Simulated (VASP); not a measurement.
# V (Pm-3m) in VASP: a series of runs, part 2 of 2

VASP 6.6.1. The steps go on from the part before.

## (4) Single point, PBEsol (volume scaled by 1.04)

File INCAR:

```
SYSTEM = V
PREC = Accurate ; ENCUT = 520
EDIFF = 1E-7 ; ISMEAR = -1
SIGMA = 0.1 ; LREAL = .False.
LASPH = .True. ; NELM = 80
ALGO = Normal ; ISIF = 2
LWAVE = .False. ; LCHARG = .True.
GGA = PS ; LELF = .True.
LVHAR = .True. ; NBANDS = 12
```

File KPOINTS:

```
regular mesh
0
Gamma
  15 15 15
  0 0 0
```

File POSCAR:

```
V
1.0
    2.4424475052      0.0000000000      0.0000000000
    0.0000000000      2.4424475052      0.0000000000
    0.0000000000      0.0000000000      2.4424475052
V
1
Direct
    0.0000000000      0.0000000000      0.0000000000
```

Potentials or basis: VASP PAW PBE potentials, release 64 (V_sv).

Started as:

```
> cat potpaw_PBE.64/V_sv/POTCAR > POTCAR
> mpirun -np 1 vasp_std > vasp.out
```

OUTCAR:

```text
SYSTEM = V
   PREC = Accurate
   ENCUT = 520
   EDIFF = 1E-7
   ISMEAR = -1
   LREAL = .False.
   LASPH = .True.
   NELM = 80
   ISIF = 2
   GGA = PS

 ion  position               nearest neighbor table
   1  0.000  0.000  0.000-

  LATTYP: Found a simple cubic cell.
 ALAT       =     2.4424475052

  Lattice vectors:

 A1 = (   2.4424475052,   0.0000000000,   0.0000000000)
 A2 = (   0.0000000000,   2.4424475052,   0.0000000000)
 A3 = (   0.0000000000,   0.0000000000,   2.4424475052)
[... 528 lines left out ...]
      3     -28.4747      2.00000
      4     -28.0757      2.00000
      5       5.7511      2.00000
      6       7.5673      1.99999
      7       8.7543      1.12201
      8      10.8241      0.00000
      9      10.8708      0.00000
     10      11.7738      0.00000
     11      18.9859      0.00000
     12      24.7499      0.00000

 [... further k-points ...]
[... 5 lines left out ...]
  --------------------------------------------------------------------------------------
  -------------------------------------------------------------------------------------
  Total       -0.4036342     -0.4036342     -0.4036342      0.0000000      0.0000000     -0.0000000
  in kB      -44.3836285    -44.3836285    -44.3836285      0.0000000      0.0000000     -0.0000000
  external PRESSURE =     -44.3836285 kB  Pullay stress =       0.0000000 kB

 VOLUME and BASIS-vectors are now :
 -----------------------------------------------------------------------------
  energy-cutoff  :      520.00
  volume of cell :       14.57
      direct lattice vectors                 reciprocal lattice vectors
     2.442447505  0.000000000  0.000000000     0.409425381  0.000000000  0.000000000
     0.000000000  2.442447505  0.000000000     0.000000000  0.409425381  0.000000000
     0.000000000  0.000000000  2.442447505     0.000000000  0.000000000  0.409425381

 POSITION                                       TOTAL-FORCE (eV/Angst)
 -----------------------------------------------------------------------------------
      0.00000      0.00000      0.00000         0.000000      0.000000      0.000000
 -----------------------------------------------------------------------------------
    total drift:                                0.000000      0.000000      0.000000

  FREE ENERGIE OF THE ION-ELECTRON SYSTEM (eV)
  ---------------------------------------------------
  free  energy   TOTEN  =        -8.7685182700 eV

  energy  without entropy=       -8.7146052018  energy(sigma->0) =       -8.74156174
```

Run time: 5.6 s. Hardware: 1 thread of Intel Xeon 6975P-C (Granite Rapids), shared host; peak memory 0.13 GiB.

Results:

```
Free energy : -8.7685 eV
Pressure    : -4.4 GPa
```

Levels at points of the mesh, in eV from the Fermi level:
```csv
k point,band 3,band 4,band 5,band 6,band 7,band 8,band 9,band 10,band 11,band 12
"(0.00, 0.00, 0.00)",-36.96,-36.96,-6.38,-2.14,-2.14,3.54,3.54,3.54,18.31,18.31
```

Caveat: the cell differs from its parent crystal (volume scaled by 1.04); the PAW data sets were made with another functional, which shifts forces and pressure a little.

## (5) Single point, PBEsol (volume scaled by 1.08)

File INCAR:

```
SYSTEM = V
PREC     = Accurate       ! precision mode
ENCUT    = 520            ! plane-wave cutoff, eV
EDIFF    = 1E-6           ! SCF threshold, eV
ISMEAR   = -1             ! smearing method
SIGMA    = 0.1            ! smearing width, eV
LREAL    = .False.        ! projectors in reciprocal space
LASPH    = .True.         ! aspherical terms in the spheres
NELM     = 80             ! most SCF steps
ALGO     = Normal         ! electronic algorithm
ISIF     = 2              ! what is computed and relaxed
LWAVE    = .False.        ! write WAVECAR
LCHARG   = .False.        ! write CHGCAR
GGA      = PS             ! functional
NBANDS   = 12             ! bands
```

KPOINTS is that of step 4.

File POSCAR:

```
V
1.0
    2.4733678447      0.0000000000      0.0000000000
    0.0000000000      2.4733678447      0.0000000000
    0.0000000000      0.0000000000      2.4733678447
V
1
Direct
    0.0000000000      0.0000000000      0.0000000000
```

Started as:

```
> cat potpaw_PBE.64/V_sv/POTCAR > POTCAR
> mpirun -np 1 vasp_std > vasp.out
```

Run time: 5.4 s. Hardware: 1 thread of Intel Xeon 6975P-C (Granite Rapids), shared host; peak memory 0.13 GiB.

Results (log left out):

| Item | Value |
| --- | --- |
| Free energy | -8.7450 eV |
| Pressure | -9.1 GPa |

Levels at points of the mesh, in eV from the Fermi level:
| k point | band 5 | band 6 | band 7 | band 8 | band 9 | band 10 |
| --- | --- | --- | --- | --- | --- | --- |
| (0.00, 0.00, 0.00) | -6.28 | -2.03 | -2.03 | 3.38 | 3.38 | 3.38 |

Caveat: the cell differs from its parent crystal (volume scaled by 1.08); the PAW data sets were made with another functional, which shifts forces and pressure a little.

## (6) Relaxation of cell and atoms, PBEsol

This run uses another cell than the first one, of 14.93 Å³/atom, 1.110 times its volume.

File INCAR:

```
PREC = Accurate
ENCUT = 600
EDIFF = 1E-6
ISMEAR = -1
SIGMA = 0.1
LREAL = F
LASPH = T
NELM = 60
ALGO = Normal
ISIF = 3
LWAVE = F
LCHARG = F
GGA = PS
IBRION = 2
NSW = 80
EDIFFG = -0.01
```

File KPOINTS:

```
Automatic mesh
0
Gamma
  13 13 13
```

File POSCAR:

```
V
1.0
    2.4625196618      0.0000000000      0.0000000000
    0.0000000000      2.4625196618      0.0000000000
    0.0000000000      0.0000000000      2.4625196618
V
1
Direct
    0.0000000000      0.0000000000      0.0000000000
```

Potentials or basis: VASP PAW PBE potentials, release 64 (V_sv).

Started as:

```
> cat potpaw_PBE.64/V_sv/POTCAR > POTCAR
> mpirun -np 1 vasp_std > vasp.out
```

OUTCAR:

```text
PREC = Accurate
   ENCUT = 600
   EDIFF = 1E-6
   ISMEAR = -1
   LREAL = F
   LASPH = T
   NELM = 60
   ISIF = 3
   GGA = PS
   IBRION = 2
   NSW = 80
   EDIFFG = -0.01

 ion  position               nearest neighbor table
   1  0.000  0.000  0.000-

  LATTYP: Found a simple cubic cell.
 ALAT       =     2.4625196618

  Lattice vectors:

 A1 = (   2.4625196618,   0.0000000000,   0.0000000000)
 A2 = (   0.0000000000,   2.4625196618,   0.0000000000)
 A3 = (   0.0000000000,   0.0000000000,   2.4625196618)

Analysis of symmetry for initial positions (statically):
=====================================================================
 Subroutine PRICEL returns:
 Original cell was already a primitive cell.

 Routine SETGRP: Setting up the symmetry group for a
 simple cubic supercell.

 Subroutine GETGRP returns: Found 48 space group operations
 (whereof 48 operations were pure point group operations)
 out of a pool of 48 trial point group operations.

The static configuration has the point symmetry O_h .

Analysis of symmetry for dynamics (positions and initial velocities):
=====================================================================
 Subroutine PRICEL returns:
 Original cell was already a primitive cell.

 Routine SETGRP: Setting up the symmetry group for a
 simple cubic supercell.

 Subroutine GETGRP returns: Found 48 space group operations
 (whereof 48 operations were pure point group operations)
 out of a pool of 48 trial point group operations.

The dynamic configuration has the point symmetry O_h .

 Subroutine INISYM returns: Found 48 space group operations
 (whereof 48 operations are pure point group operations),
 and found     1 'primitive' translations

----------------------------------------------------------------------------------------
[... 120 lines left out ...]
   LEPSILON=     F    determine dielectric tensor
   LRPA    =     F    only Hartree local field effects (RPA)
 conjugate gradient relaxation of ions
 non-spin polarized calculation
  energy-cutoff  :      600.00
  volume of cell :       14.93
 maximum number of plane-waves:       511
 NGX is ok and might be reduce to    20
   NGX =  9   NGY =  9   NGZ =  9

--------------------------------------- Ionic step        1  -------------------------------------------

 number of electron      13.0000011 magnetization

 Free energy of the ion-electron system (eV)
  ---------------------------------------------------
  ext. energy  EPLUGINS =         0.00000000
  ---------------------------------------------------
  free energy    TOTEN  =        -8.76107002 eV

  energy without entropy =       -8.71877154  energy(sigma->0) =       -8.73992078

------------------------ aborting loop because EDIFF is reached ----------------------------------------

  FORCE on cell =-STRESS in cart. coord.  units (eV):
  Direction    XX          YY          ZZ          XY          YZ          ZX
  --------------------------------------------------------------------------------------
  -------------------------------------------------------------------------------------
  Total       -0.7738262     -0.7738262     -0.7738262      0.0000000      0.0000000     -0.0000000
  in kB      -83.0261502    -83.0261502    -83.0261502      0.0000000      0.0000000     -0.0000000
  external PRESSURE =     -83.0261502 kB  Pullay stress =       0.0000000 kB
[... 57 lines left out ...]
--------------------------------------- Ionic step        3  -------------------------------------------

 number of electron      13.0000001 magnetization

 Free energy of the ion-electron system (eV)
  ---------------------------------------------------
  ext. energy  EPLUGINS =         0.00000000
  ---------------------------------------------------
  free energy    TOTEN  =        -8.78551120 eV

  energy without entropy =       -8.74876882  energy(sigma->0) =       -8.76714001

 E-fermi :   9.2651     XC(G=0): -12.7197

 val. band max:        9.2260423088   @ k =   0.4615   0.3846   0.1538
 cond. band min:       9.2670510931   @ k =   0.4615   0.3077   0.2308
 fundamental gap:      0.0410087842
 Fermi energy:         9.2650591392

 k-point     1 :       0.0000    0.0000    0.0000
  band No.  band energies     occupation
      1     -54.3863      2.00000
      2     -27.6543      2.00000
      3     -27.6543      2.00000
      4     -27.6543      2.00000
      5       2.7559      2.00000
      6       6.9641      2.00000
      7       6.9641      2.00000
      8      12.9228      0.00000
      9      12.9228      0.00000
     10      12.9228      0.00000
[... 287 lines left out ...]
 k-point    24 :       0.3846    0.3077    0.0000
  band No.  band energies     occupation
      1     -54.0875      2.00000
      2     -28.5963      2.00000
      3     -28.3412      2.00000
      4     -27.4894      2.00000
      5       6.2884      2.00000
      6       8.0128      1.99999
      7      10.8728      0.00000
      8      11.3127      0.00000
      9      11.7661      0.00000
     10      12.5979      0.00000

 [... further k-points ...]
[... 5 lines left out ...]
  --------------------------------------------------------------------------------------
  -------------------------------------------------------------------------------------
  Total       -0.0061455     -0.0061455     -0.0061455      0.0000000     -0.0000000      0.0000000
  in kB       -0.7013073     -0.7013073     -0.7013073      0.0000000     -0.0000000      0.0000000
  external PRESSURE =      -0.7013073 kB  Pullay stress =       0.0000000 kB
[... 16 lines left out ...]
  FREE ENERGIE OF THE ION-ELECTRON SYSTEM (eV)
  ---------------------------------------------------
  free  energy   TOTEN  =        -8.7855111960 eV

  energy  without entropy=       -8.7487688244  energy(sigma->0) =       -8.76714001

 reached required accuracy - stopping structural energy minimisation
```

Wall time 13 s (1 thread of Intel Xeon 6975P-C (Granite Rapids), shared host); peak memory 0.14 GiB.

Results:

```yaml
Free_energy: -8.7855 eV
Relaxed_volume: 14.04 Å³/atom
Relaxed_cell: a = 2.412 Å, b = 2.412 Å, c = 2.412 Å, α = 90.00°, β = 90.00°, γ = 90.00°
Space_group_after_relaxing_to_0.05_Å: Pm-3m (No. 221)
Energy_gained_by_relaxing: 24.4 meV/atom
Ionic_steps: 3
Pressure_after_relaxing: -0.1 GPa
```

The path:
| step | energy change (eV) | largest force (eV/Å) | pressure (GPa) | volume (Å³) |
| --- | --- | --- | --- | --- |
| 1 | 0.0000 | 0.0000 | -8.30 | 14.93 |
| 2 | -0.0059 | 0.0000 | 8.77 | 13.32 |
| 3 | -0.0244 | 0.0000 | -0.07 | 14.04 |

Final structure:
```cif
data_structure
_symmetry_space_group_name_H-M 'P 1'
_symmetry_Int_Tables_number 1
_cell_length_a 2.4124
_cell_length_b 2.4124
_cell_length_c 2.4124
_cell_angle_alpha 90.000
_cell_angle_beta 90.000
_cell_angle_gamma 90.000
_cell_volume 14.04
loop_
_atom_site_label
_atom_site_type_symbol
_atom_site_fract_x
_atom_site_fract_y
_atom_site_fract_z
_atom_site_occupancy
V1 V 0.00000 0.00000 0.00000 1
```

Caveat: the PAW data sets were made with another functional, which shifts forces and pressure a little.

## (7) Summary

```csv
task,cell,k mesh,cutoff (eV),gap on the mesh (eV),pressure (GPa)
single point,"a = 2.378 Å, 1 atom",15 × 15 × 15,520,none,7.9
single point,"a = 2.411 Å, 1 atom",15 × 15 × 15,520,none,1.1
single point,"a = 2.442 Å, 1 atom",15 × 15 × 15,520,none,-4.4
single point,"a = 2.473 Å, 1 atom",15 × 15 × 15,520,none,-9.1
relaxation of cell and atoms,"relaxed from a = 2.463 Å, 1 atom",13 × 13 × 13,600,none,-0.1
```

Alike in all rows: level PBEsol; potentials or basis VASP PAW PBE potentials, release 64 (V_sv); no spin polarisation; smearing fermi-dirac 0.1 eV.

Caveats: the PAW data sets were made with another functional, which shifts forces and pressure a little.

Absolute energies hang on the potentials; compare differences alone.
